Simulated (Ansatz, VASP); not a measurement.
One calculation of MnS, two programs

```
Mn S
1.0
     0.00000    2.87501    2.87501
     2.87501    0.00000    2.87501
     2.87501    2.87501    0.00000
Mn S
1 1
Cartesian
  0.0000 0.0000 0.0000
  1.4375 1.4375 1.4375
```

Change from the starting cell: volume scaled by 1.06, crystal datasets.

Alike in both runs: task electric field gradients; functional PBE; k mesh 12 × 12 × 12; occupations fermi-dirac, width 0.05 eV; collinear spin.

```csv
,VASP,Ansatz
version,VASP 6.6.1,Ansatz 0.2.0
potentials or method,"VASP PAW PBE potentials, release 64 (Mn_pv, S), cutoff 520 eV","all-electron PAW with datasets made for the crystal, scalar-relativistic"
```

|  | VASP | Ansatz | Ansatz less VASP |
| --- | --- | --- | --- |
| pressure (GPa) | -2.9 | -2.9 | 0.00 |
| net moment per atom (μB) | 2.50 | 2.50 | 0.000 |
| size of the moment on the site where the two differ most (μB) | 4.40 | 4.29 | -0.117 |

Site moments also hang on the region over which each program counts them. Ansatz ran all-electron here, and VASP with PAW potentials.
